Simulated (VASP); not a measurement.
Set up this calculation in VASP 6.6.1, as the native input.

```
Task                   : single point
Functional             : PBEsol
Potentials or basis    : VASP PAW PBE potentials, release 64 (Cr_pv)
Cutoff                 : 520 eV
k mesh                 : 24 × 24 × 24
Occupations            : gaussian, width 0.15 eV
Spin                   : no spin polarisation
Dipole correction      : no
Further INCAR settings : ALGO = Fast; EDIFF = 1e-06; NBANDS = 12
```

The structure of Cr lies in POSCAR:

```
Cr
1.0
   -1.4059012500      1.4059012500      1.3698525000
    1.4059012500     -1.4059012500      1.3698525000
    1.4059012500      1.4059012500     -1.3698525000
Cr
1
Direct
    0.0000000000      0.0000000000      0.0000000000
```

This cell differs from its parent crystal: strain -0.025 along x and y, -0.050 along z.

One way to write it, as run:

INCAR

```
SYSTEM = Cr
  ALGO = Fast
  EDIFF = 1E-6
  ENCUT = 520
  GGA = PS
  ISIF = 2
  ISMEAR = 0
  LASPH = .True.
  LCHARG = .True.
  LELF = .True.
  LREAL = .False.
  LVHAR = .True.
  LWAVE = .False.
  NBANDS = 12
  NELM = 80
  PREC = Accurate
  SIGMA = 0.15
```

KPOINTS

```
k-points
0
Gamma
  24 24 24
  0 0 0
```

Potentials or basis: VASP PAW PBE potentials, release 64 (Cr_pv).

The run is started by

```console
$ cat potpaw_PBE.64/Cr_pv/POTCAR > POTCAR
$ mpirun -np 1 vasp_std > vasp.out
```

It gave:

- Pressure: 8.3 GPa
- Band gap on the k mesh: zero (band 6 reaches 14.45 eV, above the bottom of band 7 at 10.84 eV)

Caveat: the cell differs from its parent crystal (strain -0.025 along x and y, -0.050 along z); the PAW data sets were made with another functional, which shifts forces and pressure a little; the run has no spin polarisation, though such a crystal can be magnetic.

Wall time 82 s on 1 thread of Intel(R) Xeon(R) Platinum 8488C (Sapphire Rapids), on a shared host, peak memory 0.24 GiB.
